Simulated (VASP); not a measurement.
# CdTe (F-43m) in VASP: further runs, part 2 of 3

VASP 6.6.1.

## (3) Single point, PBE (strained)

INCAR

```
SYSTEM = CdTe
  ALGO = Normal
  EDIFF = 1E-7
  ENCUT = 520
  GGA = PE
  ISIF = 2
  ISMEAR = 0
  LASPH = .True.
  LCHARG = .False.
  LREAL = .False.
  LWAVE = .False.
  NBANDS = 16
  NELM = 60
  PREC = Accurate
  SIGMA = 0.02
```

KPOINTS

```
k-points
0
Gamma
  8 8 8
  0 0 0
```

POSCAR

```
CdTe
1.0
    0.0000000000      3.2125317500      3.2125317500
    3.2125317500      0.0000000000      3.2125317500
    3.2125317500      3.2125317500      0.0000000000
Cd Te
1 1
Direct
    0.0000000000      0.0000000000      0.0000000000
    0.7500000000      0.7500000000      0.7500000000
```

Potentials or basis: VASP PAW PBE potentials, release 64 (Cd, Te).

Started as:

```console
$ cat potpaw_PBE.64/Cd/POTCAR potpaw_PBE.64/Te/POTCAR > POTCAR
$ mpirun -np 1 vasp_std > vasp.out
```

It took 41 s on 1 thread of Intel Xeon Platinum 8259CL at 2.50GHz (Skylake/Cascade Lake), shared host; peak memory 0.21 GiB.

It converged, with:

```yaml
Free_energy: -4.7389 eV
Pressure: 4.0 GPa
Band_gap_on_the_k_mesh: 0.85 eV
```

Levels at points of the mesh, in eV from the valence-band top:
```
           k point  band 5  band 6  band 7  band 8  band 9  band 10  band 11  band 12  band 13  band 14
(0.00, 0.00, 0.00)   -8.10   -8.10    0.00    0.00    0.00     0.85     4.58     4.58     4.58     7.50
(0.50, 0.00, 0.00)   -8.09   -7.73   -4.58   -0.81   -0.81     1.85     5.18     5.18     7.10     8.75
(0.50, 0.50, 0.00)   -8.07   -7.58   -4.44   -1.96   -1.96     2.55     2.66     8.99     9.26     9.26
```

Caveat: the cell differs from its parent crystal (strained); the cell stands under pressure; spin-orbit coupling is left out, which moves the levels of the heavy elements.

## (4) Single point, PBE (strained)

INCAR

```
ALGO = Normal ; EDIFF = 1E-7
ENCUT = 520 ; GGA = PE
ISIF = 2 ; ISMEAR = 0
LASPH = True ; LCHARG = False
LREAL = False ; LWAVE = False
NBANDS = 16 ; NELM = 60
PREC = Accurate ; SIGMA = 0.02
```

KPOINTS

```
k-points
0
Gamma
  8 8 8
```

POSCAR

```
CdTe
1.0
    0.0000000000      3.2296785000      3.2296785000
    3.2296785000      0.0000000000      3.2296785000
    3.2296785000      3.2296785000      0.0000000000
Cd Te
1 1
Direct
    0.0000000000      0.0000000000      0.0000000000
    0.7500000000      0.7500000000      0.7500000000
```

Potentials or basis: VASP PAW PBE potentials, release 64 (Cd, Te).

Started as:

```console
$ cat potpaw_PBE.64/Cd/POTCAR potpaw_PBE.64/Te/POTCAR > POTCAR
$ mpirun -np 1 vasp_std > vasp.out
```

OUTCAR:

```text
EDIFF = 1E-7
   ENCUT = 520
   GGA = PE
   ISIF = 2
   ISMEAR = 0
   LASPH = True
   LREAL = False
   NELM = 60
   PREC = Accurate

 ion  position               nearest neighbor table
   1  0.000  0.000  0.000-   2 2.80   2 2.80   2 2.80   2 2.80
   2  0.750  0.750  0.750-   1 2.80   1 2.80   1 2.80   1 2.80

  LATTYP: Found a face centered cubic cell.
 ALAT       =     6.4593570000

  Lattice vectors:

 A1 = (   0.0000000000,   3.2296785000,   3.2296785000)
 A2 = (   3.2296785000,   0.0000000000,   3.2296785000)
 A3 = (   3.2296785000,   3.2296785000,   0.0000000000)

Analysis of symmetry for initial positions (statically):
=====================================================================
 Subroutine PRICEL returns:
 Original cell was already a primitive cell.

 Routine SETGRP: Setting up the symmetry group for a
 face centered cubic supercell.

 Subroutine GETGRP returns: Found 24 space group operations
 (whereof 24 operations were pure point group operations)
 out of a pool of 48 trial point group operations.

The static configuration has the point symmetry T_d .

Analysis of symmetry for dynamics (positions and initial velocities):
=====================================================================
 Subroutine PRICEL returns:
 Original cell was already a primitive cell.

 Routine SETGRP: Setting up the symmetry group for a
 face centered cubic supercell.

 Subroutine GETGRP returns: Found 24 space group operations
 (whereof 24 operations were pure point group operations)
 out of a pool of 48 trial point group operations.

The dynamic configuration has the point symmetry T_d .

 Subroutine INISYM returns: Found 24 space group operations
 (whereof 24 operations are pure point group operations),
 and found     1 'primitive' translations

----------------------------------------------------------------------------------------

                                     Primitive cell

[... 104 lines left out ...]
   EFERMI =   0.00;   METHOD = LEGACY
   ISMEAR =     0;   SIGMA  =   0.02  broadening in eV -4-tet -1-fermi 0-gaus
   EFERMI_NEDOS =   21; number of points for ismear=-14 and -15
   IALGO  =     38    algorithm
   IMIX   =      4    mixing-type and parameters
     AMIX     =   0.40;   BMIX     =  1.00
     AMIX_MAG =   1.60;   BMIX_MAG =  1.00
  volume/ion in A,a.u.               =      33.69       227.34
  Fermi-wavevector in a.u.,A,eV,Ry     =   1.054378  1.992486 15.125776  1.111713
  Thomas-Fermi vector in A             =   2.189536
   LORBIT       =      0    0 simple, 1 ext, 2 COOP (PROOUT), +10 PAW based schemes
   GGA     = PE    functional components
   LHFCALC =     F    Hartree Fock is set to
   AEXX    =    0.0000 exact exchange contribution
   IVDW    =     0    specifies the selected vdW correction
   LEPSILON=     F    determine dielectric tensor
   LRPA    =     F    only Hartree local field effects (RPA)
 non-spin polarized calculation
 Gauss-broadening in eV      SIGMA  =   0.02
  energy-cutoff  :      520.00
  volume of cell :       67.38
 maximum number of plane-waves:      1839
 NGX is ok and might be reduce to    36
   NGX = 17   NGY = 17   NGZ = 17

 number of electron      17.9999994 magnetization

 Free energy of the ion-electron system (eV)
  ---------------------------------------------------
  ext. energy  EPLUGINS =         0.00000000
  ---------------------------------------------------
  free energy    TOTEN  =        -4.76288365 eV

  energy without entropy =       -4.76288365  energy(sigma->0) =       -4.76288365

 E-fermi :   2.5490     XC(G=0):  -8.6290

 val. band max:        2.4389872505   @ k =   0.0000   0.0000   0.0000
 cond. band min:       3.2412143046   @ k =   0.0000   0.0000   0.0000
 fundamental gap:      0.8022270541
 Fermi energy:         2.5489984899

 k-point     1 :       0.0000    0.0000    0.0000
  band No.  band energies     occupation
      1      -8.7922      2.00000
      2      -5.8827      2.00000
      3      -5.8827      2.00000
      4      -5.8827      2.00000
      5      -5.6147      2.00000
      6      -5.6147      2.00000
[... 433 lines left out ...]
      3      -5.7790      2.00000
      4      -5.6309      2.00000
      5      -5.6092      2.00000
      6      -5.1562      2.00000
[... 8 lines left out ...]
     15      12.5760      0.00000
     16      13.0947      0.00000

 [... further k-points ...]
[... 5 lines left out ...]
  --------------------------------------------------------------------------------------
  -------------------------------------------------------------------------------------
  Total        1.3408041      1.3408041      1.3408041     -0.0000000      0.0000000      0.0000000
  in kB       31.8836494     31.8836494     31.8836494     -0.0000000      0.0000000      0.0000000
  external PRESSURE =      31.8836494 kB  Pullay stress =       0.0000000 kB

 VOLUME and BASIS-vectors are now :
 -----------------------------------------------------------------------------
  energy-cutoff  :      520.00
  volume of cell :       67.38
      direct lattice vectors                 reciprocal lattice vectors
     0.000000000  3.229678500  3.229678500    -0.154814171  0.154814171  0.154814171
     3.229678500  0.000000000  3.229678500     0.154814171 -0.154814171  0.154814171
     3.229678500  3.229678500  0.000000000     0.154814171  0.154814171 -0.154814171

 POSITION                                       TOTAL-FORCE (eV/Angst)
 -----------------------------------------------------------------------------------
      0.00000      0.00000      0.00000        -0.000000     -0.000000     -0.000000
      4.84452      4.84452      4.84452         0.000000      0.000000      0.000000
 -----------------------------------------------------------------------------------
    total drift:                                0.000000      0.000000      0.000000

  FREE ENERGIE OF THE ION-ELECTRON SYSTEM (eV)
  ---------------------------------------------------
  free  energy   TOTEN  =        -4.7628836468 eV

  energy  without entropy=       -4.7628836468  energy(sigma->0) =       -4.76288365
```

OSZICAR:

```text
N       E                     dE             d eps       ncg     rms          rms(c)
DAV:   1     0.102874319564E+03    0.10287E+03   -0.82333E+03   928   0.972E+02
DAV:   2    -0.139627020572E+01   -0.10427E+03   -0.99529E+02  1120   0.239E+02
DAV:   3    -0.495862257221E+01   -0.35624E+01   -0.35574E+01  1144   0.464E+01
DAV:   4    -0.499127934261E+01   -0.32657E-01   -0.32655E-01  1424   0.388E+00
DAV:   5    -0.499134977898E+01   -0.70436E-04   -0.70436E-04  1176   0.172E-01    0.574E+00
DAV:   6    -0.477712568831E+01    0.21422E+00   -0.37003E-01  1072   0.739E+00    0.467E+00
DAV:   7    -0.476161648079E+01    0.15509E-01   -0.11005E-01  1112   0.215E+00    0.176E+00
DAV:   8    -0.476248065179E+01   -0.86417E-03   -0.11027E-02  1024   0.120E+00    0.481E-01
DAV:   9    -0.476279149075E+01   -0.31084E-03   -0.96241E-04  1112   0.332E-01    0.113E-01
DAV:  10    -0.476284670203E+01   -0.55211E-04   -0.11296E-04  1152   0.103E-01    0.558E-02
DAV:  11    -0.476288478238E+01   -0.38080E-04   -0.76274E-05  1088   0.589E-02    0.360E-02
DAV:  12    -0.476288379502E+01    0.98736E-06   -0.30868E-06  1120   0.154E-02    0.231E-02
DAV:  13    -0.476288340646E+01    0.38856E-06   -0.10225E-06  1160   0.524E-03    0.927E-03
DAV:  14    -0.476288356947E+01   -0.16301E-06   -0.87814E-07  1056   0.565E-03    0.682E-03
DAV:  15    -0.476288364680E+01   -0.77331E-07   -0.44948E-08  1032   0.182E-03
   1 F= -.47628836E+01 E0= -.47628836E+01  d E =-.478855E-17
```

Wall time 40 s (1 thread of Intel Xeon Platinum 8259CL at 2.50GHz (Skylake/Cascade Lake), shared host); peak memory 0.21 GiB.

What came out:

| Property | Result |
| --- | --- |
| Free energy | -4.7629 eV |
| Pressure | 3.2 GPa |
| Band gap on the k mesh | 0.80 eV |

Levels at points of the mesh, in eV from the valence-band top:
| k point | band 5 | band 6 | band 7 | band 8 | band 9 | band 10 | band 11 | band 12 | band 13 | band 14 |
| --- | --- | --- | --- | --- | --- | --- | --- | --- | --- | --- |
| (0.00, 0.00, 0.00) | -8.05 | -8.05 | 0.00 | 0.00 | 0.00 | 0.80 | 4.59 | 4.59 | 4.59 | 7.48 |
| (0.50, 0.00, 0.00) | -8.04 | -7.69 | -4.48 | -0.79 | -0.79 | 1.83 | 5.18 | 5.18 | 7.09 | 8.69 |
| (0.50, 0.50, 0.00) | -8.02 | -7.55 | -4.36 | -1.90 | -1.90 | 2.58 | 2.67 | 8.90 | 9.18 | 9.18 |

Caveat: the cell differs from its parent crystal (strained); the cell stands under pressure; spin-orbit coupling is left out, which moves the levels of the heavy elements.

(Part 2 of 3 ends here.)
